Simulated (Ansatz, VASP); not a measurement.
## LuSi2 in VASP and in Ansatz

```
Lu Si
1.0
     3.75000    0.00000    0.00000
    -1.87500    3.24760    0.00000
     0.00000    0.00000    4.05000
Lu Si
1 2
Direct
  0.00000 0.00000 0.00000
  0.33333 0.66667 0.50000
  0.66667 0.33333 0.50000
```

Alike in both runs: task single point; functional PBEsol; k mesh 13 × 13 × 10; occupations fermi-dirac, width 0.05 eV; no spin polarisation.

```csv
,VASP,Ansatz
version,VASP 6.6.1,Ansatz 0.2.0
potentials or method,"VASP PAW PBE potentials, release 64 (Lu, Si), cutoff 600 eV","all-electron LAPW, scalar-relativistic"
```

Ansatz gave:

| Item | Value |
| --- | --- |
| pressure (GPa) | 13.2 |
| traceless stress, the component that is largest in VASP (GPa) | -17.89 |

**Question.** What did VASP give for the same quantities?

**Answer.** Pressure (GPa): 13.6; traceless stress, the component that is largest in VASP (GPa): -17.91.

VASP's potentials were made for PBE, not for PBEsol. Ansatz ran all-electron here, and VASP with PAW potentials.

Neither program's run includes spin-orbit coupling.
